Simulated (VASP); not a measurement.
Set up this calculation in VASP 6.6.1, as the native input.

```
Task                   : relaxation of cell and atoms
Functional             : PBE
Potentials or basis    : VASP PAW PBE potentials, release 64 (Mo_sv)
Cutoff                 : 600 eV
k mesh                 : 16 × 16 × 16
Occupations            : fermi-dirac, width 0.08 eV
Spin                   : no spin polarisation
Target pressure        : -1.3 GPa
Dipole correction      : no
Further INCAR settings : ALGO = Normal; EDIFF = 1e-06; IBRION = 2; EDIFFG = -0.005; NSW = 32; ISIF = 3
```

The structure of Mo lies in POSCAR:

```
Mo
1.0
   -2.5347666472      2.5347666472      1.3232624363
    2.5347666472     -2.5347666472      1.3232624363
    2.5347666472      2.5347666472     -1.3232624363
Mo
2
Direct
   -0.3750000000     -0.1250000000     -0.2500000000
    0.3750000000      0.1250000000      0.2500000000
```

One way to write it, as run:

INCAR

```
SYSTEM = Mo
PREC = Accurate
ENCUT = 600
EDIFF = 1E-6
ISMEAR = -1
SIGMA = 0.08
LREAL = .FALSE.
LASPH = .TRUE.
NELM = 60
ALGO = Normal
ISIF = 3
LWAVE = .FALSE.
LCHARG = .FALSE.
GGA = PE
IBRION = 2
NSW = 32
EDIFFG = -0.005
PSTRESS = -13.0
```

KPOINTS

```
Automatic mesh
0
G
  16 16 16
  0 0 0
```

Potentials or basis: VASP PAW PBE potentials, release 64 (Mo_sv).

Run with:

```bash
$ cat potpaw_PBE.64/Mo_sv/POTCAR > POTCAR
$ mpirun -np 1 vasp_std > vasp.out
```

It gave:

The relaxed volume is 17.04 Å³/atom. The relaxed cell is a = 3.823 Å, b = 3.823 Å, c = 3.823 Å, α = 96.89°, β = 96.89°, γ = 139.48°, the space group after relaxing (to 0.1 Å) is I4_1/amd (No. 141) and the energy change on relaxing (the run minimises the enthalpy) is +0.2 meV/atom. The ionic steps are 3. The pressure after relaxing is -1.3 GPa and the band gap on the k mesh is zero (bands 14 and 15 overlap by 2.79 eV).

Caveat: the cell is relaxed towards a set pressure, so the run minimises the enthalpy, not the energy.

It took 5.1 min on 1 thread of Intel(R) Xeon(R) Platinum 8259CL CPU @ 2.50GHz (Skylake/Cascade Lake) (shared host), peak memory 0.34 GiB.
